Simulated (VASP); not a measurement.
Runs of VASP 6.6.1 on Ti. The structure is that of space group Fm-3m (No. 225), or close to it. The cells are those of the table. 

```csv
task,cell,gap on the mesh (eV),pressure (GPa)
relaxation of cell and atoms,"relaxed from a = 2.831 Å, angles 60.0°, 1 atom",none,0.1
single point,"a = 2.814 Å, angles 60.0°, 1 atom",none,2.3
single point,"a = 2.852 Å, angles 60.0°, 1 atom",none,-2.5
single point,"a = 2.833 Å, angles 60.0°, 1 atom",none,(a)
```

Alike in all rows: level LDA; potentials or basis VASP PAW LDA potentials, release 64 (Ti_sv); no spin polarisation; k mesh 9 × 9 × 9; cutoff (eV) 500; smearing fermi-dirac 0.1 eV.

**Question.** Fill in the values left out.

**Answer.** (a) -0.2.

Caveats: the relaxation stopped at its first step, so nothing moved (some runs).

A gap of «none» marks levels without a gap at the run's occupations.
